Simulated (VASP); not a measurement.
Runs of VASP 6.6.1 on BaF2. The structure is that of space group Fm-3m (No. 225), or close to it. The cells are those of the table. 

```tsv
task	cell	gap on the mesh (eV)	pressure (GPa)
single point	a = 4.460 Å, angles 60.0°, 3 atoms	6.54	-0.7
relaxation of cell and atoms	relaxed from a = 4.384 Å, angles 60.0°, 3 atoms	(b)	0.0
single point	a = 4.326 Å, angles 60.0°, 3 atoms	6.96	5.1
single point	a = 4.417 Å, angles 60.0°, 3 atoms	6.68	0.9
single point	a = 4.232 Å, angles 60.0°, 3 atoms	7.25	11.1
single point	a = 4.559 Å, angles 60.0°, 3 atoms	6.25	-3.6
single point	a = 4.372 Å, angles 60.0°, 3 atoms	(a)	2.8
single point	a = 4.280 Å, angles 60.0°, 3 atoms	7.10	7.8
single point	a = 4.503 Å, angles 60.0°, 3 atoms	6.42	-2.1
```

Alike in all rows: level PBE; potentials or basis VASP PAW PBE potentials, release 64 (Ba_sv, F); k mesh 6 × 6 × 6; smearing gaussian 0.02 eV.

**Question.** Estimate the missing entries.

**Answer.** (a) 6.81; (b) 6.60.

Caveats: spin-orbit coupling is left out, which moves the levels of the heavy elements; the cell stands under pressure (at least some runs); the cell stands under tension (at least some runs).

A k mesh can miss the band edges, and the runs leave out spin-orbit coupling on Ba.
